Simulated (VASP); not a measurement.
A run of VASP 6.6.1 is set up as follows.

File INCAR:

```
PREC = Accurate ; ENCUT = 520
EDIFF = 1E-6 ; ISMEAR = -1
SIGMA = 0.15 ; LREAL = False
LASPH = True ; NELM = 60
ALGO = Normal ; ISIF = 2
LWAVE = False ; LCHARG = False
GGA = PS ; NBANDS = 50
```

File KPOINTS:

```
Automatic mesh
0
Gamma
  12 12 2
```

POSCAR

```
GeSb4Te7
1.0
    4.2559157534      0.0000000000      0.0000000000
   -2.1279578767      3.6857311588      0.0000000000
    0.0000000000      0.0000000000     23.3027832913
Ge Sb Te
1 4 7
Direct
    0.0000000000      0.0000000000      0.5000000000
    0.6666666667      0.3333333333      0.9157725153
    0.3333333333      0.6666666667      0.3440479388
    0.3333333333      0.6666666667      0.0842274847
    0.6666666667      0.3333333333      0.6559520612
    0.3333333333      0.6666666667      0.8421888058
    0.6666666667      0.3333333333      0.1578111942
    0.0000000000      0.0000000000      0.7293029409
    0.6666666667      0.3333333333      0.4291096638
    0.3333333333      0.6666666667      0.5708903362
    0.0000000000      0.0000000000      0.0000000000
    0.0000000000      0.0000000000      0.2706970591
```

Potentials or basis: VASP PAW PBE potentials, release 64 (Ge_d, Sb, Te).

Command:

```console
$ cat potpaw_PBE.64/Ge_d/POTCAR potpaw_PBE.64/Sb/POTCAR potpaw_PBE.64/Te/POTCAR > POTCAR
$ mpirun -np 1 vasp_std > vasp.out
```

Q: What does it give for the largest force?

A: 0.033 eV/Å.

Q: Predict the pressure.

A: 0.0 GPa.

Forces in eV/Å, atoms in the order of the input:
```
Ge   0.000  0.000  0.000
Sb   0.000  0.000  0.024
Sb   0.000  0.000  0.023
Sb   0.000  0.000 -0.024
Sb   0.000  0.000 -0.023
Te   0.000  0.000 -0.030
Te   0.000  0.000  0.030
Te   0.000  0.000  0.033
Te   0.000  0.000 -0.003
Te   0.000  0.000  0.003
Te   0.000  0.000  0.000
Te   0.000  0.000 -0.033
```

Caveat: the PAW data sets were made with another functional, which shifts forces and pressure a little.
